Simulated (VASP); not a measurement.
# LiLaO3 (Pm-3m) in VASP: a series of runs

The runs below take LiLaO3 through relaxation of cell and atoms, with LDA.

Program: VASP 6.6.1. These are calculated values, not measurements. Logs are shortened: lines on timing, memory, paths and dates and some standing lists are left out, and cuts for length are marked.

## (1) The cell of the first run

The structure is cubic, space group Pm-3m (No. 221). Conventional cell: a = 3.694 Å, b = 3.694 Å, c = 3.694 Å, α = 90.00°, β = 90.00°, γ = 90.00°. Within 3.4 Å of La (site symmetry m-3m) lie 12 O at 2.61 Å and 8 Li at 3.20 Å. Within 2.5 Å of Li (site symmetry m-3m) lie 6 O at 1.85 Å. Within 2.5 Å of O (site symmetry 4/mmm) lie 2 Li at 1.85 Å.

## (2) Relaxation of cell and atoms, LDA

Input file INCAR:

```
PREC = Accurate
ENCUT = 600
EDIFF = 1E-7
ISMEAR = 1
SIGMA = 0.02
LREAL = F
LASPH = T
NELM = 100
ALGO = Normal
ISIF = 3
LWAVE = F
LCHARG = F
GGA = CA
IBRION = 2
NSW = 80
EDIFFG = -0.03
```

Input file KPOINTS:

```
regular mesh
0
Gamma
  11 11 11
```

Input file POSCAR:

```
LiLaO3
1.0
    3.6944465666      0.0000000000      0.0000000000
    0.0000000000      3.6944465666      0.0000000000
    0.0000000000      0.0000000000      3.6944465666
La Li O
1 1 3
Direct
    0.0000000000      0.0000000000      0.0000000000
    0.5000000000      0.5000000000      0.5000000000
    0.5000000000      0.5000000000      0.0000000000
    0.0000000000      0.5000000000      0.5000000000
    0.5000000000      0.0000000000      0.5000000000
```

Potentials or basis: VASP PAW LDA potentials, release 64 (La, Li_sv, O).

Started as:

```bash
$ cat potpaw_LDA.64/La/POTCAR potpaw_LDA.64/Li_sv/POTCAR potpaw_LDA.64/O/POTCAR > POTCAR
$ mpirun -np 1 vasp_std > vasp.out
```

OUTCAR:

```text
PREC = Accurate
   ENCUT = 600
   EDIFF = 1E-7
   ISMEAR = 1
   LREAL = F
   LASPH = T
   NELM = 100
   ISIF = 3
   GGA = CA
   IBRION = 2
   NSW = 80
   EDIFFG = -0.03

 ion  position               nearest neighbor table
   1  0.000  0.000  0.000-   3 2.61   4 2.61   5 2.61   4 2.61   5 2.61   3 2.61   4 2.61   4 2.61
                             3 2.61   5 2.61   5 2.61   3 2.61
   2  0.500  0.500  0.500-   3 1.85   4 1.85   5 1.85   3 1.85   5 1.85   4 1.85
   3  0.500  0.500  0.000-   2 1.85   2 1.85   1 2.61   1 2.61   1 2.61   1 2.61
   4  0.000  0.500  0.500-   2 1.85   2 1.85   1 2.61   1 2.61   1 2.61   1 2.61
   5  0.500  0.000  0.500-   2 1.85   2 1.85   1 2.61   1 2.61   1 2.61   1 2.61

  LATTYP: Found a simple cubic cell.
 ALAT       =     3.6944465666

  Lattice vectors:

 A1 = (   3.6944465666,   0.0000000000,   0.0000000000)
 A2 = (   0.0000000000,   3.6944465666,   0.0000000000)
 A3 = (   0.0000000000,   0.0000000000,   3.6944465666)

Analysis of symmetry for initial positions (statically):
=====================================================================
 Subroutine PRICEL returns:
 Original cell was already a primitive cell.

 Routine SETGRP: Setting up the symmetry group for a
 simple cubic supercell.

 Subroutine GETGRP returns: Found 48 space group operations
 (whereof 48 operations were pure point group operations)
 out of a pool of 48 trial point group operations.

The static configuration has the point symmetry O_h .

Analysis of symmetry for dynamics (positions and initial velocities):
=====================================================================
 Subroutine PRICEL returns:
 Original cell was already a primitive cell.

 Routine SETGRP: Setting up the symmetry group for a
 simple cubic supercell.

 Subroutine GETGRP returns: Found 48 space group operations
 (whereof 48 operations were pure point group operations)
 out of a pool of 48 trial point group operations.

The dynamic configuration has the point symmetry O_h .

 Subroutine INISYM returns: Found 48 space group operations
 (whereof 48 operations are pure point group operations),
 and found     1 'primitive' translations

----------------------------------------------------------------------------------------

                                     Primitive cell

[... 97 lines left out ...]
   LREAL  =      F    real-space projection
   EDIFFG = -.3E-01   stopping-criterion for IOM
   NSW    =     80    number of steps for IOM
   IBRION =      2    ionic relax: 0-MD 1-quasi-New 2-CG
   NFREE  =      1    steps in history (QN), initial steepest desc. (CG)
   ISIF   =      3    stress and relaxation
   ISYM   =      2    0-nonsym 1-usesym 2-fastsym
   POTIM  = 0.5000    time-step for ionic-motion
   TEBEG  =    0.0;   TEEND  =   0.0 temperature during run
   PSTRESS=    0.0 pullay stress
   NELECT =      32.0000    total number of electrons
   NUPDOWN=      -1.0000    fix difference up-down
   EMIN   =  10.00;   EMAX   =-10.00  energy-range for DOS
   EFERMI =   0.00;   METHOD = LEGACY
   ISMEAR =     1;   SIGMA  =   0.02  broadening in eV -4-tet -1-fermi 0-gaus
   EFERMI_NEDOS =   21; number of points for ismear=-14 and -15
   IALGO  =     38    algorithm
   IMIX   =      4    mixing-type and parameters
     AMIX     =   0.40;   BMIX     =  1.00
     AMIX_MAG =   1.60;   BMIX_MAG =  1.00
  volume/ion in A,a.u.               =      10.09        68.06
  Fermi-wavevector in a.u.,A,eV,Ry     =   1.406832  2.658526 26.928311  1.979175
  Thomas-Fermi vector in A             =   2.529152
   LORBIT       =      0    0 simple, 1 ext, 2 COOP (PROOUT), +10 PAW based schemes
   GGA     = CA    functional components
   LHFCALC =     F    Hartree Fock is set to
   AEXX    =    0.0000 exact exchange contribution
   IVDW    =     0    specifies the selected vdW correction
   LEPSILON=     F    determine dielectric tensor
   LRPA    =     F    only Hartree local field effects (RPA)
 conjugate gradient relaxation of ions
 non-spin polarized calculation
 Methfessel and Paxton  Order N= 1 SIGMA  =   0.02
  energy-cutoff  :      600.00
  volume of cell :       50.43
 maximum number of plane-waves:      1743
 NGX is ok and might be reduce to    30
   NGX = 15   NGY = 15   NGZ = 15

 number of electron      31.9999984 magnetization

 Free energy of the ion-electron system (eV)
  ---------------------------------------------------
  ext. energy  EPLUGINS =         0.00000000
  ---------------------------------------------------
  free energy    TOTEN  =       -34.99548240 eV

  energy without entropy =      -34.99532687  energy(sigma->0) =      -34.99543056

 E-fermi :   6.1948     XC(G=0): -12.1773

 val. band max:        6.1929261181   @ k =   0.3636   0.1818   0.1818
 cond. band min:       6.1962023457   @ k =   0.3636   0.2727   0.2727
 fundamental gap:      0.0032762276
 Fermi energy:         6.1947834923

 k-point     1 :       0.0000    0.0000    0.0000
  band No.  band energies     occupation
      1     -34.3406      2.00000
      2     -23.5128      2.00000
      3     -10.6940      2.00000
      4      -9.0880      2.00000
      5      -9.0880      2.00000
      6      -7.0943      2.00000
[... 541 lines left out ...]
     19      11.0776      0.00000
     20      11.2847      0.00000

 [... further k-points ...]

------------------------ aborting loop because EDIFF is reached ----------------------------------------

  FORCE on cell =-STRESS in cart. coord.  units (eV):
  Direction    XX          YY          ZZ          XY          YZ          ZX
  --------------------------------------------------------------------------------------
  -------------------------------------------------------------------------------------
  Total       -0.0701594     -0.0701594     -0.0701594     -0.0000000      0.0000000     -0.0000000
  in kB       -2.2291950     -2.2291950     -2.2291950     -0.0000000      0.0000000     -0.0000000
  external PRESSURE =      -2.2291950 kB  Pullay stress =       0.0000000 kB

 VOLUME and BASIS-vectors are now :
 -----------------------------------------------------------------------------
  energy-cutoff  :      600.00
  volume of cell :       50.43
      direct lattice vectors                 reciprocal lattice vectors
     3.694446567  0.000000000  0.000000000     0.270676536  0.000000000  0.000000000
     0.000000000  3.694446567  0.000000000     0.000000000  0.270676536  0.000000000
     0.000000000  0.000000000  3.694446567     0.000000000  0.000000000  0.270676536

 POSITION                                       TOTAL-FORCE (eV/Angst)
 -----------------------------------------------------------------------------------
      0.00000      0.00000      0.00000         0.000000      0.000000      0.000000
      1.84722      1.84722      1.84722         0.000000      0.000000      0.000000
      1.84722      1.84722      0.00000         0.000000      0.000000      0.000000
      0.00000      1.84722      1.84722         0.000000      0.000000      0.000000
      1.84722      0.00000      1.84722         0.000000      0.000000      0.000000
 -----------------------------------------------------------------------------------
    total drift:                                0.000000      0.000000     -0.000000

  FREE ENERGIE OF THE ION-ELECTRON SYSTEM (eV)
  ---------------------------------------------------
  free  energy   TOTEN  =       -34.9954824015 eV

  energy  without entropy=      -34.9953268742  energy(sigma->0) =      -34.99543056

 reached required accuracy - stopping structural energy minimisation
```

OSZICAR:

```text
N       E                     dE             d eps       ncg     rms          rms(c)
DAV:   1     0.318837493434E+03    0.31884E+03   -0.15652E+04  2488   0.278E+03
DAV:   2     0.466418370676E+02   -0.27220E+03   -0.24733E+03  2648   0.417E+02
DAV:   3    -0.301128006184E+02   -0.76755E+02   -0.75046E+02  3600   0.199E+02
DAV:   4    -0.360633973641E+02   -0.59506E+01   -0.56192E+01  3736   0.601E+01
DAV:   5    -0.369946907186E+02   -0.93129E+00   -0.74309E+00  3304   0.188E+01    0.825E+00
DAV:   6    -0.350276767397E+02    0.19670E+01   -0.12488E+01  3588   0.252E+01    0.359E+00
DAV:   7    -0.350233814420E+02    0.42953E-02   -0.77015E-01  3976   0.726E+00    0.191E+00
DAV:   8    -0.349965593504E+02    0.26822E-01   -0.56660E-02  3236   0.231E+00    0.424E-01
DAV:   9    -0.349954450559E+02    0.11143E-02   -0.95622E-03  3976   0.748E-01    0.777E-02
DAV:  10    -0.349954724901E+02   -0.27434E-04   -0.87678E-04  3456   0.224E-01    0.275E-02
DAV:  11    -0.349954817929E+02   -0.93028E-05   -0.49758E-05  3752   0.617E-02    0.772E-03
DAV:  12    -0.349954824142E+02   -0.62130E-06   -0.68939E-06  3504   0.231E-02    0.280E-03
DAV:  13    -0.349954824015E+02    0.12699E-07   -0.80870E-07  3008   0.871E-03
   1 F= -.34995482E+02 E0= -.34995431E+02  d E =-.349955E+02
```

It took 51 s on 1 thread of AMD EPYC 7R13 (Zen 3), shared host; peak memory 0.19 GiB.

What came out:

```yaml
Free_energy: -34.9955 eV
Pressure_after_relaxing: -0.2 GPa
Band_gap_on_the_k_mesh: zero (band 16 reaches 6.63 eV, above the bottom of band 17 at 5.75 eV)
```

Final structure:
```
La Li O
1.0
     3.69445    0.00000    0.00000
     0.00000    3.69445    0.00000
     0.00000    0.00000    3.69445
La Li O
1 1 3
Direct
  0.00000 0.00000 0.00000
  0.50000 0.50000 0.50000
  0.50000 0.50000 0.00000
  0.00000 0.50000 0.50000
  0.50000 0.00000 0.50000
```

Caveat: the cutoff is under 1.25 times the usual one of these potentials, so pressure, stress and relaxed cells hold a basis-set (Pulay) error; the relaxation stopped at its first step, so nothing moved; spin-orbit coupling is left out, which moves the levels of the heavy elements.

## (3) Relaxation of cell and atoms, LDA

This run uses another cell than the first one, of 11.15 Å³/atom, 1.105 times its volume.

Input file INCAR:

```
PREC = Accurate
ENCUT = 600
EDIFF = 1E-6
ISMEAR = 1
SIGMA = 0.02
LREAL = False
LASPH = True
NELM = 100
ALGO = Normal
ISIF = 3
LWAVE = False
LCHARG = False
IBRION = 2
NSW = 80
EDIFFG = -0.03
```

Input file KPOINTS:

```
Automatic mesh
0
Gamma
  11 11 11
```

Changes to POSCAR since step 2:

```diff
@@ -2,5 +2,5 @@
 1.0
-    3.6944465666      0.0000000000      0.0000000000
-    0.0000000000      3.6944465666      0.0000000000
-    0.0000000000      0.0000000000      3.6944465666
+    3.8200000000      0.0000000000      0.0000000000
+    0.0000000000      3.8200000000      0.0000000000
+    0.0000000000      0.0000000000      3.8200000000
 La Li O
```

Potentials or basis: VASP PAW LDA potentials, release 64 (La, Li_sv, O).

Started as:

```bash
$ cat potpaw_LDA.64/La/POTCAR potpaw_LDA.64/Li_sv/POTCAR potpaw_LDA.64/O/POTCAR > POTCAR
$ mpirun -np 1 vasp_std > vasp.out
```

It took 2.2 min on 1 thread of AMD EPYC 7R13 (Zen 3), shared host; peak memory 0.2 GiB.

It converged, with:

```yaml
Free_energy: -35.0116 eV
Relaxed_volume: 10.06 Å³/atom
Relaxed_cell: a = 3.691 Å, b = 3.691 Å, c = 3.691 Å, α = 90.00°, β = 90.00°, γ = 90.00°
Space_group_after_relaxing_to_0.05_Å: Pm-3m (No. 221)
Energy_gained_by_relaxing: 47.8 meV/atom
Ionic_steps: 3
Pressure_after_relaxing: 0.0 GPa
Band_gap_on_the_k_mesh: zero (band 16 reaches 6.66 eV, above the bottom of band 17 at 5.77 eV)
```

The path:
| step | energy change (eV) | largest force (eV/Å) | pressure (GPa) | volume (Å³) |
| --- | --- | --- | --- | --- |
| 1 | 0.0000 | 0.0000 | -12.88 | 55.74 |
| 2 | -0.2165 | 0.0000 | 4.99 | 48.82 |
| 3 | -0.2390 | 0.0000 | 0.03 | 50.30 |

Final structure:
```
CELL_PARAMETERS angstrom
3.69132 0.00000 0.00000
0.00000 3.69132 0.00000
0.00000 0.00000 3.69132
ATOMIC_POSITIONS crystal
La 0.00000 0.00000 0.00000
Li 0.50000 0.50000 0.50000
O 0.50000 0.50000 0.00000
O 0.00000 0.50000 0.50000
O 0.50000 0.00000 0.50000
```

Levels at points of the mesh, in eV from the Fermi level:
```csv
k point,band 14,band 15,band 16,band 17,band 18,band 19
"(0.00, 0.00, 0.00)",-1.38,0.44,0.44,0.44,3.95,3.95
```

Caveat: the cutoff is under 1.25 times the usual one of these potentials, so pressure, stress and relaxed cells hold a basis-set (Pulay) error; spin-orbit coupling is left out, which moves the levels of the heavy elements.
